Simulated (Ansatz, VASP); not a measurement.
# GaN: VASP beside Ansatz

INCAR

```
SYSTEM = GaN
PREC = Accurate ; ENCUT = 520
EDIFF = 1E-7 ; ISMEAR = -1
SIGMA = 0.05 ; LREAL = .False.
LASPH = .True. ; NELM = 60
ALGO = Normal ; ISIF = 2
LWAVE = .False. ; LCHARG = .True.
GGA = RE ; LELF = .True.
LVHAR = .True. ; NBANDS = 16
```

KPOINTS

```
regular mesh
0
Gamma
  10 10 10
  0 0 0
```

POSCAR

```
GaN
1.0
    0.0000000000      2.2383759866      2.2383759866
    2.2383759866      0.0000000000      2.2383759866
    2.2383759866      2.2383759866      0.0000000000
Ga N
1 1
Direct
    0.0000000000      0.0000000000      0.0000000000
    0.2500000000      0.2500000000      0.2500000000
```

The input input.yaml:

```yaml
crystal:
  lattice:
    - [0.0, 2.2383759866, 2.2383759866]
    - [2.2383759866, 0.0, 2.2383759866]
    - [2.2383759866, 2.2383759866, 0.0]
  atoms:
    - { symbol: Ga, position: [0.0, 0.0, 0.0] }
    - { symbol: "N", position: [0.25, 0.25, 0.25] }
hamiltonian:
  xc: revpbe
  pseudopotentials: { kind: paw }
kpoints:
  mp_grid: { grid: [10, 10, 10] }
scf:
  occupations: { method: fermi_dirac, width: 0.05 }
output:
  forces: true
  stress: true
  eigenvalues: true
  write_density: true
  write_potential: true
  elf: true
  volumetric_format: npy
```

Alike in both runs: task single point; functional revPBE; k mesh 10 × 10 × 10; occupations fermi-dirac, width 0.05 eV; no spin polarisation.

```csv
,VASP,Ansatz
version,VASP 6.6.1,Ansatz 0.2.0
potentials or method,"VASP PAW PBE potentials, release 64 (Ga_d, N)",Ansatz PAW
plane-wave cutoff (eV),520,420
valence electrons in the cell,18,18
```

```csv
,VASP,Ansatz,Ansatz less VASP
gap on the k mesh at the Fermi level (eV),1.89,1.87,-0.025
least direct gap on the mesh (eV),1.89,1.87,-0.025
pressure (GPa),12.0,12.2,+0.23
```

VASP's potentials were made for PBE, not for revPBE. The functional is the same, so the differences come from potentials, cutoffs and numerics.
